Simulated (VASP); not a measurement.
# ZnS (F-43m) in VASP: further runs, part 2 of 2

VASP 6.6.1. Earlier steps stand in the parts before.

## 3. Relaxation of cell and atoms, r2SCAN

POSCAR

```
ZnS
1.0
    0.0000000000      2.6936828800      2.6936828800
    2.6936828800      0.0000000000      2.6936828800
    2.6936828800      2.6936828800      0.0000000000
Zn S
1 1
Direct
    0.0000000000      0.0000000000      0.0000000000
    0.7500000000      0.7500000000      0.7500000000
```

INCAR.step1

```
SYSTEM = ZnS
  PREC = Accurate
  ENCUT = 600
  ISMEAR = 0
  SIGMA = 0.02
  LREAL = .False.
  LASPH = .True.
  NELM = 100
  GGA = PE
  ALGO = Normal
  EDIFF = 1E-4
  LWAVE = .True.
  LCHARG = .False.
```

INCAR.step2

```
SYSTEM = ZnS
  PREC = Accurate
  ENCUT = 600
  EDIFF = 1E-6
  ISMEAR = 0
  SIGMA = 0.02
  LREAL = .False.
  LASPH = .True.
  NELM = 100
  ALGO = Normal
  ISIF = 3
  LWAVE = .False.
  LCHARG = .False.
  METAGGA = R2SCAN
  LMIXTAU = .True.
  IBRION = 2
  NSW = 100
  EDIFFG = -0.005
  ISTART = 1
```

KPOINTS

```
regular mesh
0
Gamma
  8 8 8
  0 0 0
```

Potentials or basis: VASP PAW PBE potentials, release 64 (Zn, S).

Command:

```console
cat potpaw_PBE.64/Zn/POTCAR potpaw_PBE.64/S/POTCAR > POTCAR
cp INCAR.step1 INCAR
mpirun -np 1 vasp_std > vasp.out
cp INCAR.step2 INCAR
mpirun -np 1 vasp_std > vasp.out
```

OUTCAR:

```text
SYSTEM = ZnS
   PREC = Accurate
   ENCUT = 600
   EDIFF = 1E-6
   ISMEAR = 0
   LREAL = .False.
   LASPH = .True.
   NELM = 100
   ISIF = 3
   METAGGA = R2SCAN
   IBRION = 2
   NSW = 100
   EDIFFG = -0.005
   ISTART = 1

 ion  position               nearest neighbor table
   1  0.000  0.000  0.000-   2 2.33   2 2.33   2 2.33   2 2.33
   2  0.750  0.750  0.750-   1 2.33   1 2.33   1 2.33   1 2.33

  LATTYP: Found a face centered cubic cell.
 ALAT       =     5.3873657600

  Lattice vectors:

 A1 = (   0.0000000000,   2.6936828800,   2.6936828800)
 A2 = (   2.6936828800,   0.0000000000,   2.6936828800)
 A3 = (   2.6936828800,   2.6936828800,   0.0000000000)

Analysis of symmetry for initial positions (statically):
=====================================================================
 Subroutine PRICEL returns:
 Original cell was already a primitive cell.

 Routine SETGRP: Setting up the symmetry group for a
 face centered cubic supercell.

 Subroutine GETGRP returns: Found 24 space group operations
 (whereof 24 operations were pure point group operations)
 out of a pool of 48 trial point group operations.

The static configuration has the point symmetry T_d .

Analysis of symmetry for dynamics (positions and initial velocities):
=====================================================================
 Subroutine PRICEL returns:
 Original cell was already a primitive cell.

 Routine SETGRP: Setting up the symmetry group for a
 face centered cubic supercell.

 Subroutine GETGRP returns: Found 24 space group operations
 (whereof 24 operations were pure point group operations)
 out of a pool of 48 trial point group operations.

The dynamic configuration has the point symmetry T_d .

 Subroutine INISYM returns: Found 24 space group operations
 (whereof 24 operations are pure point group operations),
 and found     1 'primitive' translations

----------------------------------------------------------------------------------------

                                     Primitive cell

  volume of cell :      39.0903

  direct lattice vectors                    reciprocal lattice vectors
     0.000000000  2.693682880  2.693682880    -0.185619474  0.185619474  0.185619474
     2.693682880  0.000000000  2.693682880     0.185619474 -0.185619474  0.185619474
     2.693682880  2.693682880  0.000000000     0.185619474  0.185619474 -0.185619474

  length of vectors
     3.809442862  3.809442862  3.809442862     0.321502360  0.321502360  0.321502360

  position of ions in fractional coordinates (direct lattice)
     0.000000000  0.000000000  0.000000000
     0.750000000  0.750000000  0.750000000

  ion indices of the primitive-cell ions
   primitive index   ion index
                 1           1
                 2           2
[... 102 lines left out ...]
   LRPA    =     F    only Hartree local field effects (RPA)
 conjugate gradient relaxation of ions
 non-spin polarized calculation
 Gauss-broadening in eV      SIGMA  =   0.02
  energy-cutoff  :      600.00
  volume of cell :       39.09
 maximum number of plane-waves:      1323
   NGX = 15   NGY = 15   NGZ = 15

--------------------------------------- Ionic step        1  -------------------------------------------

 number of electron      18.0000017 magnetization

 Free energy of the ion-electron system (eV)
  ---------------------------------------------------
  ext. energy  EPLUGINS =         0.00000000
  ---------------------------------------------------
  free energy    TOTEN  =       -18.86763918 eV

  energy without entropy =      -18.86763918  energy(sigma->0) =      -18.86763918

------------------------ aborting loop because EDIFF is reached ----------------------------------------

  FORCE on cell =-STRESS in cart. coord.  units (eV):
  Direction    XX          YY          ZZ          XY          YZ          ZX
  --------------------------------------------------------------------------------------
  -------------------------------------------------------------------------------------
  Total        0.0181074      0.0181074      0.0181074      0.0000000      0.0000000      0.0000000
  in kB        0.7421602      0.7421602      0.7421602      0.0000000      0.0000000      0.0000000
  external PRESSURE =       0.7421602 kB  Pullay stress =       0.0000000 kB

 VOLUME and BASIS-vectors are now :
 -----------------------------------------------------------------------------
  energy-cutoff  :      600.00
  volume of cell :       39.09
      direct lattice vectors                 reciprocal lattice vectors
     0.000000000  2.693682880  2.693682880    -0.185619474  0.185619474  0.185619474
     2.693682880  0.000000000  2.693682880     0.185619474 -0.185619474  0.185619474
     2.693682880  2.693682880  0.000000000     0.185619474  0.185619474 -0.185619474

 POSITION                                       TOTAL-FORCE (eV/Angst)
 -----------------------------------------------------------------------------------
      0.00000      0.00000      0.00000        -0.000000     -0.000000     -0.000000
      4.04052      4.04052      4.04052         0.000000      0.000000      0.000000
 -----------------------------------------------------------------------------------
    total drift:                               -0.000019     -0.000019     -0.000019

  FREE ENERGIE OF THE ION-ELECTRON SYSTEM (eV)
  ---------------------------------------------------
  free  energy   TOTEN  =       -18.8676391791 eV

  energy  without entropy=      -18.8676391791  energy(sigma->0) =      -18.86763918

--------------------------------------- Ionic step        2  -------------------------------------------

 number of electron      18.0000017 magnetization

 Free energy of the ion-electron system (eV)
  ---------------------------------------------------
  ext. energy  EPLUGINS =         0.00000000
  ---------------------------------------------------
  free energy    TOTEN  =       -18.86761939 eV

  energy without entropy =      -18.86761939  energy(sigma->0) =      -18.86761939

 E-fermi :   1.9914     XC(G=0): -10.3242

 val. band max:        1.9053084983   @ k =   0.0000   0.0000   0.0000
 cond. band min:       4.6176768153   @ k =   0.0000   0.0000   0.0000
 fundamental gap:      2.7123683170
 Fermi energy:         1.9914359466

 k-point     1 :       0.0000    0.0000    0.0000
  band No.  band energies     occupation
      1     -11.8270      2.00000
      2      -4.6264      2.00000
      3      -4.6264      2.00000
      4      -4.6264      2.00000
      5      -4.0707      2.00000
      6      -4.0707      2.00000
      7       1.9053      2.00000
      8       1.9053      2.00000
      9       1.9053      2.00000
     10       4.6177      0.00000
     11       8.8021      0.00000
     12       8.8023      0.00000
     13       8.8023      0.00000
[... 354 lines left out ...]
  band No.  band energies     occupation
      1     -10.7086      2.00000
      2      -4.4841      2.00000
      3      -4.4247      2.00000
      4      -4.1312      2.00000
      5      -4.0594      2.00000
      6      -3.8013      2.00000
      7      -3.1048      2.00000
      8      -0.5018      2.00000
      9       0.3913      2.00000
     10       7.3090      0.00000
     11       8.2561      0.00000
     12      10.3229      0.00000
     13      11.5254      0.00000

 [... further k-points ...]
[... 5 lines left out ...]
  --------------------------------------------------------------------------------------
  -------------------------------------------------------------------------------------
  Total       -0.0025210     -0.0025210     -0.0025210     -0.0000000     -0.0000000     -0.0000000
  in kB       -0.1031926     -0.1031926     -0.1031926     -0.0000000     -0.0000000     -0.0000000
  external PRESSURE =      -0.1031926 kB  Pullay stress =       0.0000000 kB

 VOLUME and BASIS-vectors are now :
 -----------------------------------------------------------------------------
  energy-cutoff  :      600.00
  volume of cell :       39.14
      direct lattice vectors                 reciprocal lattice vectors
     0.000000000  2.694859413  2.694859413    -0.185538436  0.185538436  0.185538436
     2.694859413  0.000000000  2.694859413     0.185538436 -0.185538436  0.185538436
     2.694859413  2.694859413  0.000000000     0.185538436  0.185538436 -0.185538436

 POSITION                                       TOTAL-FORCE (eV/Angst)
 -----------------------------------------------------------------------------------
      5.38972      5.38972      5.38972        -0.000000     -0.000000     -0.000000
      4.04229      4.04229      4.04229         0.000000      0.000000      0.000000
 -----------------------------------------------------------------------------------
    total drift:                               -0.000019     -0.000019     -0.000019

  FREE ENERGIE OF THE ION-ELECTRON SYSTEM (eV)
  ---------------------------------------------------
  free  energy   TOTEN  =       -18.8676193874 eV

  energy  without entropy=      -18.8676193874  energy(sigma->0) =      -18.86761939

 reached required accuracy - stopping structural energy minimisation
```

Wall time 54 s (1 thread of Intel Xeon 6975P-C (Granite Rapids), shared host); peak memory 0.17 GiB.

What came out:

```
Free energy                            : -18.8676 eV
Relaxed volume                         : 19.57 Å³/atom
Relaxed cell                           : a = 3.811 Å, b = 3.811 Å, c = 3.811 Å, α = 60.00°, β = 60.00°, γ = 60.00°
Space group after relaxing (to 0.05 Å) : F-43m (No. 216)
Energy gained by relaxing              : 0.0 meV/atom
Ionic steps                            : 2
Pressure after relaxing                : 0.0 GPa
Band gap on the k mesh                 : 2.71 eV, direct
```

Final structure:
```yaml
crystal:
  lattice:
    - [0.00000, 2.69486, 2.69486]
    - [2.69486, 0.00000, 2.69486]
    - [2.69486, 2.69486, 0.00000]
  atoms:
    - { symbol: Zn, position: [0.00000, 0.00000, 0.00000] }
    - { symbol: S, position: [0.75000, 0.75000, 0.75000] }
```

Caveat: the PAW data sets were made with another functional, which shifts forces and pressure a little. r2SCAN opens gaps a little over a GGA but as a rule still falls short of measured ones.
